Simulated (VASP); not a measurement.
A run of VASP 6.6.1 is set up as follows.

File INCAR:

```
SYSTEM = Al36Si
PREC = Accurate
ENCUT = 400
EDIFF = 1E-6
ISMEAR = 1
SIGMA = 0.1
LREAL = Auto
LASPH = .TRUE.
NELM = 120
ALGO = Normal
ISIF = 2
LWAVE = .FALSE.
LCHARG = .FALSE.
GGA = PE
NBANDS = 80
GGA_COMPAT = .FALSE.
```

File KPOINTS:

```
regular mesh
0
G
  2 2 2
  0 0 0
```

The input POSCAR:

```
Al36Si
1.0
    0.0000000000      6.0583944000      6.0583944000
    6.0583944000      0.0000000000      6.0583944000
    8.0778592000      8.0778592000      0.0000000000
Al Si
36 1
Direct
   -0.0067455166     -0.0054643191      0.0004590325
   -0.0009410909      0.0001933681      0.2507656360
   -0.0008893445     -0.0017136554      0.4952478003
   -0.0023088626     -0.0003256638      0.7439532989
   -0.0028063541      0.3282234316      0.0019460602
   -0.0083675635      0.3369610602      0.2508922166
    0.0022929342      0.3295231984      0.5006398849
    0.0001101777      0.3268259491      0.7507944060
    0.0290791567      0.6584934451     -0.0210584260
    0.0131116423      0.6649500237      0.2489407713
   -0.0113292393      0.6632730943      0.5033215979
   -0.0211945594      0.6567941499      0.7641357502
    0.3266328287     -0.0023823969      0.0027313549
    0.3354504289     -0.0053992853      0.2499352799
    0.3293014400      0.0019219614      0.5005722308
    0.3255374889      0.0002669849      0.7510418726
    0.3280532545      0.3296627569      0.0058310004
    0.3305189243      0.3319524724      0.2492263049
    0.3291397635      0.3287264527      0.5044313597
    0.3277751280      0.3286078569      0.7577078095
    0.3345406994      0.6676862272     -0.0029403211
    0.3203290132      0.6726192174      0.2456242986
    0.2776347806      0.6848246790      0.5373564818
    0.3418471732      0.6681809953      0.7479469313
    0.6570009704      0.0304262133     -0.0212821239
    0.6632973581      0.0131135404      0.2496855850
    0.6628305678     -0.0108769743      0.5036183349
    0.6548890247     -0.0232142364      0.7661023604
    0.6665347670      0.3354236066     -0.0031877877
    0.6719713560      0.3197605458      0.2434596161
    0.6860575139      0.2743291193      0.5418459138
    0.6665218923      0.3442132292      0.7491418642
    0.6589712119      0.6589827661      0.0074197258
    0.7317312488      0.7337068547      0.1853761576
    0.6640603491      0.6641816683      0.4880330794
    0.6632785413      0.6640227979      0.7488417228
    0.5505039421      0.5422458135      0.3717952895
```

Potentials or basis: VASP PAW PBE potentials, release 64 (Al, Si).

Launch:

```bash
$ cat potpaw_PBE.64/Al/POTCAR potpaw_PBE.64/Si/POTCAR > POTCAR
$ mpirun -np 1 vasp_std > vasp.out
```

Estimate the band gap on the k mesh.

zero (bands 56 and 57 overlap by 0.68 eV).

Estimate the largest force.

0.015 eV/Å.

Forces in eV/Å, atoms in the order of the input:
```
Al  -0.001 -0.001  0.005
Al   0.000  0.000  0.000
Al  -0.001  0.002 -0.001
Al   0.000  0.001 -0.001
Al   0.001  0.000  0.002
Al   0.001  0.001  0.002
Al   0.000 -0.002  0.002
Al  -0.002 -0.002 -0.001
Al   0.000  0.001  0.000
Al   0.002 -0.001 -0.002
Al   0.000 -0.001 -0.003
Al   0.004  0.002 -0.002
Al  -0.001  0.000  0.001
Al   0.002  0.002  0.003
Al  -0.001  0.000 -0.002
Al  -0.002 -0.003 -0.001
Al   0.002  0.001  0.002
Al  -0.002 -0.001 -0.004
Al   0.002 -0.002 -0.003
Al  -0.004 -0.001  0.001
Al  -0.002 -0.001  0.000
Al  -0.003  0.005 -0.003
Al  -0.007  0.007  0.001
Al  -0.001  0.001  0.002
Al   0.000  0.001  0.002
Al   0.002  0.000  0.000
Al   0.001 -0.001  0.000
Al   0.002  0.002  0.004
Al  -0.001 -0.004  0.000
Al   0.004  0.000 -0.001
Al   0.004 -0.015  0.002
Al   0.000 -0.001 -0.002
Al  -0.001  0.002  0.001
Al   0.001  0.004 -0.006
Al   0.002  0.002  0.003
Al  -0.004 -0.004 -0.002
Si   0.003  0.003  0.000
```

Caveat: the k points lie up to 0.45 Å⁻¹ apart, too coarse for converged energies and pressures of a metal.
